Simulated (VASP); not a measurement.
Runs of VASP 6.6.1 on Sn. The structure is that of space group Im-3m (No. 229), or close to it. The cells are those of the table. 

```csv
cell,gap on the mesh (eV),pressure (GPa)
"a = 3.293 Å, angles 109.5°, 1 atom",none,-2.1
"a = 3.356 Å, angles 109.5°, 1 atom",none,-4.4
"a = 3.260 Å, angles 109.5°, 1 atom",none,(b)
"a = 3.325 Å, angles 109.5°, 1 atom",none,-3.4
"a = 3.226 Å, angles 109.5°, 1 atom",none,(a)
```

Alike in all rows: task single point; level PBEsol; potentials or basis VASP PAW PBE potentials, release 64 (Sn_d); no spin polarisation; k mesh 11 × 11 × 11; cutoff (eV) 520; smearing methfessel-paxton 0.1 eV.

Task: Estimate the missing entries.

Result: (a) 1.0; (b) -0.7.

Caveats: the PAW data sets were made with another functional, which shifts forces and pressure a little; spin-orbit coupling is left out, which moves the levels of the heavy elements.

A k mesh can miss the band edges, and the runs leave out spin-orbit coupling on Sn.

A gap of «none» marks levels without a gap at the run's occupations.
